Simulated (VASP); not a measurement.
Wanted: the native input for a VASP 6.6.1 run.

* Task: relaxation of cell and atoms
* Functional: PBE
* Potentials or basis: VASP PAW PBE potentials, release 64 (Zn)
* Cutoff: 600 eV
* k mesh: 17 × 17 × 17
* Occupations: fermi-dirac, width 0.1 eV
* Spin: no spin polarisation
* Target pressure: -0.51 GPa
* Dipole correction: no
* Further INCAR settings: ALGO = Normal; EDIFF = 1e-06; IBRION = 2; EDIFFG = -0.005; NSW = 60; ISIF = 3

The structure of Zn lies in POSCAR:

```
Zn
1.0
    0.0000000000      1.9700290763      1.9700290763
    1.9700290763      0.0000000000      1.9700290763
    1.9700290763      1.9700290763      0.0000000000
Zn
1
Direct
    0.0000000000      0.0000000000      0.0000000000
```

The input as run:

INCAR

```
ALGO = Normal ; EDIFF = 1E-6
EDIFFG = -0.005 ; ENCUT = 600
GGA = PE ; IBRION = 2
ISIF = 3 ; ISMEAR = -1
LASPH = True ; LCHARG = False
LREAL = False ; LWAVE = False
NELM = 60 ; NSW = 60
PREC = Accurate ; PSTRESS = -5.1
SIGMA = 0.1
```

KPOINTS

```
k-points
0
Gamma
  17 17 17
```

Potentials or basis: VASP PAW PBE potentials, release 64 (Zn).

Run with:

```sh
$ cat potpaw_PBE.64/Zn/POTCAR > POTCAR
$ mpirun -np 1 vasp_std > vasp.out
```

Results of the run:

```yaml
Relaxed_volume: 15.35 Å³/atom
Relaxed_cell: a = 2.790 Å, b = 2.790 Å, c = 2.790 Å, α = 60.00°, β = 60.00°, γ = 60.00°
Space_group_after_relaxing_to_0.05_Å: Fm-3m (No. 225)
Energy_change_on_relaxing_the_enthalpy_is_what_falls: +0.2 meV/atom
Ionic_steps: 2
Pressure_after_relaxing: -0.5 GPa
Band_gap_on_the_k_mesh: zero (band 6 reaches 4.34 eV, above the bottom of band 7 at 1.72 eV)
```

Caveat: the cell is relaxed towards a set pressure, so the enthalpy falls and the energy may rise.

Run time: 21 s on 1 thread of AMD EPYC 9R45 96-Core Processor (Zen 5), with other jobs on the host, peak memory 0.13 GiB.
